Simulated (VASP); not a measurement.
Runs of VASP 6.6.1 on MgF2. The structure is that of space group P4_2/mnm (No. 136), or close to it. The cells are those of the table. 

```tsv
task	cell	cutoff (eV)	gap on the mesh (eV)	pressure (GPa)	largest force (eV/Å)
electric field gradients	a = 4.637, b = 4.637, c = 3.026 Å, 6 atoms	520	6.79	-5.8	(b)
electric field gradients	a = 4.590, b = 4.590, c = 2.996 Å, 6 atoms	520	7.01	-2.7	0.02
single point	a = 4.590, b = 4.590, c = 2.996 Å, 6 atoms	600	7.01	-3.0	0.02
electric field gradients	a = 4.527, b = 4.527, c = 2.954 Å, 6 atoms	520	7.31	2.3	(c)
single point	a = 4.682, b = 4.682, c = 3.056 Å, 6 atoms	600	6.59	-8.6	0.08
electric field gradients	a = 4.621, b = 4.621, c = 3.016 Å, 6 atoms	520	(a)	(d)	0.02
```

Alike in all rows: level LDA; potentials or basis VASP PAW LDA potentials, release 64 (Mg, F); no spin polarisation; k mesh 5 × 5 × 7; smearing fermi-dirac 0.02 eV.

Problem. Estimate the missing entries.

Solution. (a) 6.86; (b) 0.04; (c) 0.10; (d) -4.8.

A k mesh can miss the band edges.
